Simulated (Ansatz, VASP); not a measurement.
**CaS in VASP and in Ansatz**

```
Ca S
1.0
     0.00000    2.81717    2.83126
     2.81717    0.00000    2.83126
     2.81717    2.81717    0.00000
Ca S
1 1
Direct
  0.00000 0.00000 0.00000
  0.50000 0.50000 0.50000
```

Change from the starting cell: z stretched by +0.5 %, x and y held.

Alike in both runs: task single point; functional PBEsol; k mesh 8 × 8 × 8; no spin polarisation.

```csv
,VASP,Ansatz
version,VASP 6.6.1,Ansatz 0.2.0
potentials or method,"VASP PAW PBE potentials, release 64 (Ca_sv, S), cutoff 500 eV","all-electron LAPW, scalar-relativistic"
occupations,"gaussian, width 0.01 eV",fixed
```

|  | VASP | Ansatz | Ansatz less VASP |
| --- | --- | --- | --- |
| gap on the k mesh at the Fermi level (eV) | 2.16 | 2.17 | +0.006 |
| pressure (GPa) | -0.2 | -0.3 | -0.19 |
| traceless stress, the component that is largest in VASP (GPa) | -0.38 | -0.37 | +0.007 |

VASP's potentials were made for PBE, not for PBEsol. Ansatz ran all-electron here, and VASP with PAW potentials.
